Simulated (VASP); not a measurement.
Hg: single point with PBE+D3(BJ)

Hg:

```xyz
2
Lattice="3.3854 0.0000 0.0000 -1.6927 2.9318 0.0000 0.0000 0.0000 5.3385" Properties=species:S:1:pos:R:3 pbc="T T T"
Hg    1.6927    0.9773    4.0039
Hg    0.0000    1.9546    1.3346
```

| Item | Value |
| --- | --- |
| Program | VASP 6.6.1 |
| Task | single point |
| Functional | PBE |
| Dispersion | D3(BJ) |
| Potentials or basis | VASP PAW PBE potentials, release 64 (Hg) |
| Cutoff | 520 eV |
| k mesh | 15 × 15 × 8 |
| Occupations | gaussian, width 0.1 eV |
| Spin | no spin polarisation |

| Property | Result |
| --- | --- |
| Pressure | -0.3 GPa |
| Band gap on the k mesh | zero (bands 12 and 13 overlap by 0.73 eV) |
| Dispersion energy per atom | -0.395 eV |

Levels at points of the mesh, in eV from the Fermi level:
| k point | band 9 | band 10 | band 11 | band 12 | band 13 | band 14 | band 15 | band 16 |
| --- | --- | --- | --- | --- | --- | --- | --- | --- |
| (0.00, 0.00, 0.00) | -6.04 | -5.43 | -5.43 | -1.12 | -0.60 | 11.49 | 11.49 | 12.88 |
| (0.00, 0.00, 0.50) | -5.61 | -5.61 | -5.61 | -5.61 | 7.01 | 7.01 | 12.55 | 12.55 |

Wall time 93 s on 1 thread of Oxide Virtual Turin-like Processor, on a shared host, peak memory 0.23 GiB.

Caveat: spin-orbit coupling is left out, which moves the levels of the heavy elements.
